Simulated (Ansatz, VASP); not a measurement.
BN in VASP and in Ansatz

```xyz
2
Lattice="2.4778 0.0022 -0.2307 -1.2298 2.1511 0.2307 -0.9241 -0.9027 3.2796" Properties=species:S:1:pos:R:3 pbc="T T T"
B     1.2421    2.1403   -0.0197
N     0.3115   -0.1969    3.1794
```

Alike in both runs: task relaxation of cell and atoms; functional LDA; k mesh 12 × 12 × 12; no spin polarisation.

```csv
,VASP,Ansatz
version,VASP 6.6.1,Ansatz 0.2.0
potentials or method,"VASP PAW LDA potentials, release 64 (B, N), cutoff 600 eV","scalar-relativistic, plane waves, PAW"
occupations,"gaussian, width 0.01 eV",fixed
valence electrons in the cell,8,8
```

Ansatz gave:

```
gap on the k mesh at the Fermi level, each at its own relaxed structure (eV) : 4.03
relaxed volume (Å³/atom)                                                     : 8.64
relaxed length of the cell vector where the two differ most in proportion (Å)              : 3.529
```

Task: What did VASP give for the same quantities?

Result: gap on the k mesh at the Fermi level, each at its own relaxed structure (eV): 3.98; relaxed volume (Å³/atom): 8.59; relaxed length of the cell vector where the two differ most in proportion (Å): 3.506.

LDA's correlation is that of Perdew and Zunger in VASP and of Perdew and Wang (1992) in Ansatz. Ansatz's warnings: structure snapped to symmetry.
